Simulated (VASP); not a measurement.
A run of VASP 6.6.1:

File INCAR:

```
SYSTEM = Mo
PREC     = Accurate       ! precision mode
ENCUT    = 520            ! plane-wave cutoff, eV
EDIFF    = 1E-6           ! SCF threshold, eV
ISMEAR   = -1             ! smearing method
SIGMA    = 0.05           ! smearing width, eV
LREAL    = .False.        ! projectors in reciprocal space
LASPH    = .True.         ! aspherical terms in the spheres
NELM     = 150            ! most SCF steps
ALGO     = Normal         ! electronic algorithm
ISIF     = 2              ! what is computed and relaxed
LWAVE    = .False.        ! write WAVECAR
LCHARG   = .True.         ! write CHGCAR
LNONCOLLINEAR= .True.         ! non-collinear magnetism
MAGMOM   = 0 0 0          ! initial moments
LORBIT   = 11             ! projections on sites
LSORBIT  = .True.         ! spin-orbit coupling
GGA_COMPAT= .False.      
LORBMOM  = .True.       
LMAXMIX  = 4              ! l up to which the mixer works
GGA      = B5             ! functional
ALDAX    = 1.0          
AGGAX    = 1.0          
AGGAC    = 1.0          
ALDAC    = 0.0          
LVHAR    = .True.       
NBANDS   = 25             ! bands
```

File KPOINTS:

```
regular mesh
0
Gamma
  8 8 8
  0 0 0
```

The input POSCAR:

```
Mo
1.0
    0.0000000000      2.0150000000      2.0150000000
    2.0150000000      0.0000000000      2.0150000000
    2.0150000000      2.0150000000      0.0000000000
Mo
1
Direct
    0.0000000000      0.0000000000      0.0000000000
```

Potentials or basis: VASP PAW PBE potentials, release 64 (Mo_sv).

The run is started by

```bash
$ cat potpaw_PBE.64/Mo_sv/POTCAR > POTCAR
$ mpirun -np 1 vasp_ncl > vasp.out
```

Hardware: 1 thread of Intel(R) Xeon(R) Platinum 8259CL CPU @ 2.50GHz (Skylake/Cascade Lake), on a shared host.

Question: How long does it take, and how much memory?

Answer: Run time: 28 s on 1 thread of Intel(R) Xeon(R) Platinum 8259CL CPU @ 2.50GHz (Skylake/Cascade Lake) (shared host), peak memory 0.19 GiB. Counts: scf iterations 12, k points 29.
